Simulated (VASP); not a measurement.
# GaN in VASP: further runs, part 2 of 2

VASP 6.6.1.

## 5. Single point, r2SCAN (strain -4.3%)

Input file POSCAR:

```
GaN
1.0
    0.0000000000      2.1524725564      2.1524725564
    2.1524725564      0.0000000000      2.1524725564
    2.1524725564      2.1524725564      0.0000000000
Ga N
1 1
Direct
    0.0000000000      0.0000000000      0.0000000000
    0.7500000000      0.7500000000      0.7500000000
```

Input file INCAR.step1:

```
SYSTEM = GaN
ALGO     = Normal         ! electronic algorithm
EDIFF    = 1E-4           ! SCF threshold, eV
ENCUT    = 520            ! plane-wave cutoff, eV
GGA      = PE             ! functional
ISMEAR   = 0              ! smearing method
LASPH    = .TRUE.         ! aspherical terms in the spheres
LCHARG   = .FALSE.        ! write CHGCAR
LREAL    = .FALSE.        ! projectors in reciprocal space
LWAVE    = .TRUE.         ! write WAVECAR
NBANDS   = 16             ! bands
NELM     = 80             ! most SCF steps
PREC     = Accurate       ! precision mode
SIGMA    = 0.01           ! smearing width, eV
```

Input file INCAR.step2:

```
SYSTEM = GaN
ALGO     = Normal         ! electronic algorithm
EDIFF    = 1E-6           ! SCF threshold, eV
ENCUT    = 520            ! plane-wave cutoff, eV
ISIF     = 2              ! what is computed and relaxed
ISMEAR   = 0              ! smearing method
ISTART   = 1            
LASPH    = .TRUE.         ! aspherical terms in the spheres
LCHARG   = .FALSE.        ! write CHGCAR
LMIXTAU  = .TRUE.       
LREAL    = .FALSE.        ! projectors in reciprocal space
LWAVE    = .FALSE.        ! write WAVECAR
METAGGA  = R2SCAN         ! meta-GGA
NBANDS   = 16             ! bands
NELM     = 80             ! most SCF steps
PREC     = Accurate       ! precision mode
SIGMA    = 0.01           ! smearing width, eV
```

Input file KPOINTS:

```
k-points
0
G
  10 10 10
  0 0 0
```

Potentials or basis: VASP PAW PBE potentials, release 64 (Ga_d, N).

The run is started by

```
$ cat potpaw_PBE.64/Ga_d/POTCAR potpaw_PBE.64/N/POTCAR > POTCAR
$ cp INCAR.step1 INCAR
$ mpirun -np 1 vasp_std > vasp.out
$ cp INCAR.step2 INCAR
$ mpirun -np 1 vasp_std > vasp.out
```

OUTCAR:

```text
SYSTEM = GaN
   EDIFF = 1E-6
   ENCUT = 520
   ISIF = 2
   ISMEAR = 0
   ISTART = 1
   LASPH = .TRUE.
   LREAL = .FALSE.
   METAGGA = R2SCAN
   NELM = 80
   PREC = Accurate

 ion  position               nearest neighbor table
   1  0.000  0.000  0.000-   2 1.86   2 1.86   2 1.86   2 1.86
   2  0.750  0.750  0.750-   1 1.86   1 1.86   1 1.86   1 1.86

  LATTYP: Found a face centered cubic cell.
 ALAT       =     4.3049451128

  Lattice vectors:

 A1 = (   0.0000000000,   2.1524725564,   2.1524725564)
 A2 = (   2.1524725564,   0.0000000000,   2.1524725564)
 A3 = (   2.1524725564,   2.1524725564,   0.0000000000)

Analysis of symmetry for initial positions (statically):
=====================================================================
 Subroutine PRICEL returns:
 Original cell was already a primitive cell.

 Routine SETGRP: Setting up the symmetry group for a
 face centered cubic supercell.

 Subroutine GETGRP returns: Found 24 space group operations
 (whereof 24 operations were pure point group operations)
 out of a pool of 48 trial point group operations.

The static configuration has the point symmetry T_d .

Analysis of symmetry for dynamics (positions and initial velocities):
[... 155 lines left out ...]
  free energy    TOTEN  =       -21.60349427 eV

  energy without entropy =      -21.60349427  energy(sigma->0) =      -21.60349427

 E-fermi :   6.7923     XC(G=0): -13.4686

 val. band max:        6.6344062437   @ k =   0.0000   0.0000   0.0000
 cond. band min:       9.6670062927   @ k =   0.0000   0.0000   0.0000
 fundamental gap:      3.0326000490
 Fermi energy:         6.7923158666

 k-point     1 :       0.0000    0.0000    0.0000
  band No.  band energies     occupation
      1     -11.3929      2.00000
      2      -7.3959      2.00000
      3      -7.3959      2.00000
      4      -7.3959      2.00000
      5      -6.8677      2.00000
      6      -6.8677      2.00000
[... 433 lines left out ...]
      3      -7.0454      2.00000
      4      -7.0446      2.00000
      5      -6.7776      2.00000
      6      -6.1618      2.00000
[... 8 lines left out ...]
     15      31.4860      0.00000
     16      32.3605      0.00000

 [... further k-points ...]
[... 5 lines left out ...]
  --------------------------------------------------------------------------------------
  -------------------------------------------------------------------------------------
  Total        4.4897531      4.4897531      4.4897531      0.0000000      0.0000000     -0.0000000
  in kB      360.6535206    360.6535206    360.6535206      0.0000000      0.0000000     -0.0000000
  external PRESSURE =     360.6535206 kB  Pullay stress =       0.0000000 kB

 VOLUME and BASIS-vectors are now :
 -----------------------------------------------------------------------------
  energy-cutoff  :      520.00
  volume of cell :       19.95
      direct lattice vectors                 reciprocal lattice vectors
     0.000000000  2.152472556  2.152472556    -0.232290999  0.232290999  0.232290999
     2.152472556  0.000000000  2.152472556     0.232290999 -0.232290999  0.232290999
     2.152472556  2.152472556  0.000000000     0.232290999  0.232290999 -0.232290999

 POSITION                                       TOTAL-FORCE (eV/Angst)
 -----------------------------------------------------------------------------------
      0.00000      0.00000      0.00000        -0.000000      0.000000     -0.000000
      3.22871      3.22871      3.22871         0.000000     -0.000000      0.000000
 -----------------------------------------------------------------------------------
    total drift:                               -0.000010     -0.000010     -0.000011

  FREE ENERGIE OF THE ION-ELECTRON SYSTEM (eV)
  ---------------------------------------------------
  free  energy   TOTEN  =       -21.6034942661 eV

  energy  without entropy=      -21.6034942661  energy(sigma->0) =      -21.60349427
```

OUTCAR.step1:

```text
SYSTEM = GaN
   EDIFF = 1E-4
   ENCUT = 520
   GGA = PE
   ISMEAR = 0
   LASPH = .TRUE.
   LREAL = .FALSE.
[... 676 lines left out ...]
      0.00000      0.00000      0.00000         0.000000      0.000000      0.000000
      3.22871      3.22871      3.22871        -0.000000     -0.000000     -0.000000
 -----------------------------------------------------------------------------------
    total drift:                               -0.000002     -0.000002     -0.000002

  FREE ENERGIE OF THE ION-ELECTRON SYSTEM (eV)
  ---------------------------------------------------
  free  energy   TOTEN  =       -11.7595717206 eV

  energy  without entropy=      -11.7595717206  energy(sigma->0) =      -11.75957172
```

It took 91 s on 1 thread of AMD EPYC 7R43 (Zen 3), shared host; peak memory 0.12 GiB.

Results:

- Free energy: -21.6035 eV
- Pressure: 36.1 GPa
- Band gap on the k mesh: 3.03 eV, direct

Caveat: the cell differs from its parent crystal (strain -4.3%); the PAW data sets were made with another functional, which shifts forces and pressure a little.

## 6. Overview

| level | cell | k mesh | smearing | gap on the mesh (eV) | pressure (GPa) |
| --- | --- | --- | --- | --- | --- |
| PBE | a = 3.044 Å, angles 60.0°, 2 atoms | 10 × 10 × 10 | fermi-dirac 0.02 eV | 2.61 | 40.5 |
| PBE | a = 3.180 Å, angles 60.0°, 2 atoms | 10 × 10 × 10 | fermi-dirac 0.02 eV | 1.76 | 6.3 |
| PBE | a = 3.181, b = 3.181, c = 3.142 Å, angles 60.4, 60.4, 60.8°, 2 atoms | 6 × 6 × 6 | gaussian 0.01 eV | 1.67 | 6.3 |
| r2SCAN | a = 3.044 Å, angles 60.0°, 2 atoms | 10 × 10 × 10 | gaussian 0.01 eV | 3.03 | 36.1 |

Alike in all rows: task single point; potentials or basis VASP PAW PBE potentials, release 64 (Ga_d, N); no spin polarisation; cutoff (eV) 520.

Caveats: the PAW data sets were made with another functional, which shifts forces and pressure a little (some runs).

Absolute energies hang on the potentials; compare differences alone.
